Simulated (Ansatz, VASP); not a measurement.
This is a calculation of HfO2 for Ansatz 0.2.0.

File input.yaml:

```yaml
crystal:
  lattice:
    - [5.118, 0.0, 0.0]
    - [0.0, 5.1857, 0.0]
    - [-0.8586630598, 0.0, 5.2138671406]
  atoms:
    - { symbol: Hf, position: [0.2755, 0.4603, 0.708] }
    - { symbol: Hf, position: [0.7245, 0.9603, 0.792] }
    - { symbol: Hf, position: [0.7245, 0.5397, 0.292] }
    - { symbol: Hf, position: [0.2755, 0.0397, 0.208] }
    - { symbol: O, position: [0.0742, 0.1684, 0.8467] }
    - { symbol: O, position: [0.9258, 0.6684, 0.6533] }
    - { symbol: O, position: [0.9258, 0.8316, 0.1533] }
    - { symbol: O, position: [0.0742, 0.3316, 0.3467] }
    - { symbol: O, position: [0.4487, 0.7419, 0.9801] }
    - { symbol: O, position: [0.5513, 0.2419, 0.5199] }
    - { symbol: O, position: [0.5513, 0.2581, 0.0199] }
    - { symbol: O, position: [0.4487, 0.7581, 0.4801] }
hamiltonian:
  xc: rpbe
  pseudopotentials: { kind: paw }
  dispersion: d4
kpoints:
  mp_grid: { grid: [5, 5, 5] }
scf:
  occupations: { method: fermi_dirac, width: 0.05 }
output:
  forces: true
  stress: true
  eigenvalues: true
```

Potentials or basis: Ansatz PAW.

Command:

```sh
$ ansatz run input.yaml --threads 2 --pin off --max-ram 5120MiB --backend cpu --events-out ev --progress --plain --runs-dir out
```

Task: Translate it to VASP 6.6.1. Potentials there: VASP PAW PBE potentials, release 64 (Hf_pv, O).

Result: As run (the cutoff follows the program's own potentials):

File INCAR:

```
SYSTEM = HfO2
ALGO = Normal ; EDIFF = 1E-6
ENCUT = 520 ; GGA = RP
ISIF = 2 ; ISMEAR = -1
IVDW = 13 ; LASPH = .True.
LCHARG = .False. ; LREAL = .False.
LWAVE = .False. ; NBANDS = 56
NELM = 100 ; PREC = Accurate
SIGMA = 0.05
```

The input KPOINTS:

```
k-points
0
Gamma
  5 5 5
  0 0 0
```

File POSCAR:

```
HfO2
1.0
    5.1180000000      0.0000000000      0.0000000000
    0.0000000000      5.1857000000      0.0000000000
   -0.8586630598      0.0000000000      5.2138671406
Hf O
4 8
Direct
    0.2755000000      0.4603000000      0.7080000000
    0.7245000000      0.9603000000      0.7920000000
    0.7245000000      0.5397000000      0.2920000000
    0.2755000000      0.0397000000      0.2080000000
    0.0742000000      0.1684000000      0.8467000000
    0.9258000000      0.6684000000      0.6533000000
    0.9258000000      0.8316000000      0.1533000000
    0.0742000000      0.3316000000      0.3467000000
    0.4487000000      0.7419000000      0.9801000000
    0.5513000000      0.2419000000      0.5199000000
    0.5513000000      0.2581000000      0.0199000000
    0.4487000000      0.7581000000      0.4801000000
```

Potentials or basis: VASP PAW PBE potentials, release 64 (Hf_pv, O).

The run is started by

```bash
$ cat potpaw_PBE.64/Hf_pv/POTCAR potpaw_PBE.64/O/POTCAR > POTCAR
$ mpirun -np 1 vasp_std > vasp.out
```

Both were run:

|  | VASP | Ansatz | Ansatz less VASP |
| --- | --- | --- | --- |
| gap on the k mesh at the Fermi level (eV) | 4.25 | 4.29 | +0.045 |
| least direct gap on the mesh (eV) | 4.31 | 4.36 | +0.042 |
| pressure (GPa) | 0.2 | 3.6 | +3.33 |
| traceless stress, the component that is largest in VASP (GPa) | 0.68 | 0.71 | +0.026 |
| rms of the force components (eV/Å) | 0.174 | 0.192 | +0.0187 |

VASP's potentials were made for PBE, not for RPBE. Atom by atom the forces differ by 0.035 eV/Å (rms over components). VASP's potentials hold 88 valence electrons a cell and Ansatz's 152, so a difference there can come from the potentials and not from the codes.

Spin-orbit coupling is off throughout. Noted on Ansatz's run: odd divisions of the mesh miss points on the zone boundary, where band edges often lie, so the gap on the mesh can be too wide.
